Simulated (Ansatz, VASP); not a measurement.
**Ta in VASP and in Ansatz**

The input INCAR:

```
SYSTEM = Ta
ALGO     = Normal         ! electronic algorithm
EDIFF    = 1E-6           ! SCF threshold, eV
ENCUT    = 500            ! plane-wave cutoff, eV
GGA      = PE             ! functional
GGA_COMPAT= .False.      
ISIF     = 2              ! what is computed and relaxed
ISMEAR   = 0              ! smearing method
LASPH    = .True.         ! aspherical terms in the spheres
LCHARG   = .False.        ! write CHGCAR
LREAL    = .False.        ! projectors in reciprocal space
LWAVE    = .False.        ! write WAVECAR
NBANDS   = 12             ! bands
NELM     = 120            ! most SCF steps
PREC     = Accurate       ! precision mode
SIGMA    = 0.05           ! smearing width, eV
```

KPOINTS

```
k-points
0
Gamma
  14 14 14
  0 0 0
```

POSCAR

```
Ta
1.0
   -1.6609428998      1.6609428998      1.6609428998
    1.6609428998     -1.6609428998      1.6609428998
    1.6609428998      1.6609428998     -1.6609428998
Ta
1
Direct
    0.0000000000      0.0000000000      0.0000000000
```

Input for Ansatz:

```yaml
crystal:
  lattice:
    - [-1.6609428998, 1.6609428998, 1.6609428998]
    - [1.6609428998, -1.6609428998, 1.6609428998]
    - [1.6609428998, 1.6609428998, -1.6609428998]
  atoms:
    - { symbol: Ta, position: [0.0, 0.0, 0.0] }
basis:
  ecutwfc: 420
  ecutrho_ratio: 4
kpoints:
  mp_grid: { grid: [14, 14, 14] }
hamiltonian:
  xc: pbe
scf:
  occupations: { method: gaussian, width: 0.05 }
output:
  forces: true
  stress: true
  eigenvalues: true
```

Alike in both runs: task single point; functional PBE; k mesh 14 × 14 × 14; occupations gaussian, width 0.05 eV; no spin polarisation.

```csv
,VASP,Ansatz
version,VASP 6.6.1,Ansatz 0.2.0
potentials or method,"VASP PAW PBE potentials, release 64 (Ta_pv), cutoff 500 eV","scalar-relativistic, plane waves, PAW"
valence electrons in the cell,11,13
```

```csv
,VASP,Ansatz,Ansatz less VASP
gap on the k mesh at the Fermi level (eV),none,none,-
pressure (GPa),-0.5,-0.6,-0.09
```

A gap of «none» marks a metal or a gap that the smearing closes. VASP's potentials hold 11 valence electrons a cell and Ansatz's 13, so a difference there can come from the potentials and not from the codes.

Neither program's run includes spin-orbit coupling.
